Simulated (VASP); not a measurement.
Input of a VASP 6.6.1 run:

Contents of INCAR:

```
SYSTEM = TiC
PREC = Accurate
ENCUT = 520
EDIFF = 1E-8
ISMEAR = -1
SIGMA = 0.03
LREAL = .False.
LASPH = .True.
NELM = 80
ALGO = Normal
ISIF = 2
LWAVE = .False.
LCHARG = .False.
GGA = PS
LEFG = .True.
NBANDS = 15
```

File KPOINTS:

```
Automatic mesh
0
Gamma
  14 14 14
  0 0 0
```

File POSCAR:

```
TiC
1.0
    0.0000000000      2.1494760724      2.1494760724
    2.1494760724      0.0000000000      2.1494760724
    2.1494760724      2.1494760724      0.0000000000
Ti C
1 1
Direct
    0.0000000000      0.0000000000      0.0000000000
    0.5000000000      0.5000000000      0.5000000000
```

Potentials or basis: VASP PAW PBE potentials, release 64 (Ti_sv, C).

Run with:

```console
$ cat potpaw_PBE.64/Ti_sv/POTCAR potpaw_PBE.64/C/POTCAR > POTCAR
$ mpirun -np 1 vasp_std > vasp.out
```

(1) What does it give for the band gap on the k mesh?

(2) What does it give for the pressure?

Results:

(1) zero (bands 8 and 9 overlap by 1.08 eV).

(2) -0.8 GPa.

Caveat: the PAW data sets were made with another functional, which shifts forces and pressure a little.
